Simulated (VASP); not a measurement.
Crystal: Nb3Ag.

```
Nb Ag
1.0
     0.00000    3.27485    3.27485
     3.27485    0.00000    3.27485
     3.27485    3.27485    0.00000
Nb Ag
3 1
Direct
  0.75000 0.75000 0.75000
  0.50000 0.50000 0.50000
  0.25000 0.25000 0.25000
  0.00000 0.00000 0.00000
```

```yaml
Program: VASP 6.6.1
Task: relaxation of cell and atoms
Functional: PBE
Potentials_or_basis: VASP PAW PBE potentials, release 64 (Nb_sv, Ag)
Cutoff: 600 eV
k_mesh: 4 × 4 × 4
Occupations: gaussian, width 0.1 eV
Spin: no spin polarisation
```

At the start: pressure 5.5 GPa; volume 17.56 Å³/atom.

Where does the relaxation end?

Over 3 steps the energy falls by 9.6 meV/atom and the volume is 18.14 Å³/atom (+3.3 %); space group Fm-3m (No. 225, to 0.05 Å).

The path:
| step | energy change (eV) | largest force (eV/Å) | pressure (GPa) | volume (Å³) |
| --- | --- | --- | --- | --- |
| 1 | 0.0000 | 0.0000 | 5.54 | 70.24 |
| 2 | 0.0657 | 0.0000 | -7.80 | 76.60 |
| 3 | -0.0384 | 0.0000 | -0.07 | 72.56 |

Final structure:
```
Nb Ag
1.0
     0.00000    3.31054    3.31054
     3.31054    0.00000    3.31054
     3.31054    3.31054    0.00000
Nb Ag
3 1
Direct
  0.75000 0.75000 0.75000
  0.50000 0.50000 0.50000
  0.25000 0.25000 0.25000
  0.00000 0.00000 0.00000
```

Caveat: the k points lie up to 0.41 Å⁻¹ apart in the final cell.
